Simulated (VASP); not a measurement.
Here is a VASP 6.6.1 calculation.

Contents of INCAR:

```
SYSTEM = TaGe3
  ALGO = Normal
  EDIFF = 1E-6
  EDIFFG = -0.01
  ENCUT = 600
  GGA = PE
  IBRION = 2
  ISIF = 3
  ISMEAR = 0
  LASPH = .TRUE.
  LCHARG = .FALSE.
  LREAL = .FALSE.
  LWAVE = .FALSE.
  NELM = 100
  NSW = 100
  PREC = Accurate
  SIGMA = 0.1
```

The input KPOINTS:

```
k-points
0
G
  12 12 12
  0 0 0
```

The input POSCAR:

```
TaGe3
1.0
    4.1112808255      0.0000000000      0.0000000000
    0.0000000000      4.1112808255      0.0000000000
    0.0000000000      0.0000000000      4.1112808255
Ta Ge
1 3
Direct
    0.0000000000      0.0000000000      0.0000000000
    0.5000000000      0.5000000000      0.0000000000
    0.0000000000      0.5000000000      0.5000000000
    0.5000000000      0.0000000000      0.5000000000
```

Potentials or basis: VASP PAW PBE potentials, release 64 (Ta_pv, Ge_d).

Run with:

```bash
$ cat potpaw_PBE.64/Ta_pv/POTCAR potpaw_PBE.64/Ge_d/POTCAR > POTCAR
$ mpirun -np 1 vasp_std > vasp.out
```

Question: Estimate the band gap on the k mesh.

Answer: Zero (an odd number of electrons rules out a gap without spin polarisation).

Question: What does it give for the relaxed volume?

Answer: 17.57 Å³/atom.

Question: Predict the space group after relaxing (to 0.1 Å).

Answer: Pm-3m (No. 221).

Question: What does it give for the relaxed cell?

Answer: a = 4.126 Å, b = 4.126 Å, c = 4.126 Å, α = 90.00°, β = 90.00°, γ = 90.00°.

Step by step:
```tsv
step	energy change (eV)	largest force (eV/Å)	pressure (GPa)	volume (Å³)
1	0.0000	0.0000	1.15	69.49
2	-0.0017	0.0000	-0.64	70.75
3	-0.0028	0.0000	0.05	70.26
```

Caveat: spin-orbit coupling is left out, which moves the levels of the heavy elements.
